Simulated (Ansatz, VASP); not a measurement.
# Two plane-wave programs on Cu2O

File POSCAR:

```
Cu2O
1.0
    4.2600000000      0.0000000000      0.0000000000
    0.0000000000      4.2600000000      0.0000000000
    0.0000000000      0.0000000000      4.2600000000
Cu O
4 2
Direct
    0.2500000000      0.2500000000      0.2500000000
    0.2500000000      0.7500000000      0.7500000000
    0.7500000000      0.7500000000      0.2500000000
    0.7500000000      0.2500000000      0.7500000000
    0.0000000000      0.0000000000      0.0000000000
    0.5000000000      0.5000000000      0.5000000000
```

The input INCAR.step1:

```
SYSTEM = Cu2O
ALGO = Normal
EDIFF = 1E-5
ENCUT = 580
GGA = PE
GGA_COMPAT = .False.
ISMEAR = -1
LASPH = .True.
LCHARG = .False.
LREAL = .False.
LWAVE = .True.
NBANDS = 37
NELM = 120
PREC = Accurate
SIGMA = 0.02
```

The input INCAR.step2:

```
SYSTEM = Cu2O
ALGO = Normal
EDIFF = 1E-8
ENCUT = 580
GGA_COMPAT = .False.
ISIF = 2
ISMEAR = -1
ISTART = 1
LASPH = .True.
LCHARG = .False.
LEFG = .True.
LMIXTAU = .True.
LREAL = .False.
LWAVE = .False.
METAGGA = R2SCAN
NBANDS = 37
NELM = 120
PREC = Accurate
SIGMA = 0.02
```

The input KPOINTS:

```
k-points
0
Gamma
  7 7 7
  0 0 0
```

Input for Ansatz:

```yaml
crystal:
  lattice:
    - [4.26, 0.0, 0.0]
    - [0.0, 4.26, 0.0]
    - [0.0, 0.0, 4.26]
  atoms:
    - { symbol: Cu, position: [0.25, 0.25, 0.25] }
    - { symbol: Cu, position: [0.25, 0.75, 0.75] }
    - { symbol: Cu, position: [0.75, 0.75, 0.25] }
    - { symbol: Cu, position: [0.75, 0.25, 0.75] }
    - { symbol: O, position: [0.0, 0.0, 0.0] }
    - { symbol: O, position: [0.5, 0.5, 0.5] }
kpoints:
  mp_grid: { grid: [7, 7, 7] }
scf:
  occupations: { method: fermi_dirac, width: 0.02 }
hamiltonian:
  xc: r2scan
  pseudopotentials: { kind: paw }
output:
  forces: true
  stress: true
  populations: true
  efg:
    quadrupole_moments_barn: { Cu: -0.22, O: -0.02558 }
    contact_densities: true
```

Alike in both runs: task electric field gradients; functional r2SCAN; k mesh 7 × 7 × 7; occupations fermi-dirac, width 0.02 eV; no spin polarisation.

|  | VASP | Ansatz |
| --- | --- | --- |
| version | VASP 6.6.1 | Ansatz 0.2.0 |
| potentials or method | VASP PAW PBE potentials, release 64 (Cu, O) | plane-wave PAW, scalar-relativistic |
| plane-wave cutoff (eV) | 580 | 500 |
| valence electrons in the cell | 56 | 88 |

```tsv
	VASP	Ansatz	Ansatz less VASP
gap on the k mesh at the Fermi level (eV)	0.77	0.77	+0.005
pressure (GPa)	-0.3	-1.2	-0.93
size of Vzz on the site where it differs most (V/Å²)	66.2	78.4	+12.24
```

VASP's potentials were made for PBE, not for r2SCAN. VASP's potentials hold 56 valence electrons a cell and Ansatz's 88, so a difference there can come from the potentials and not from the codes.
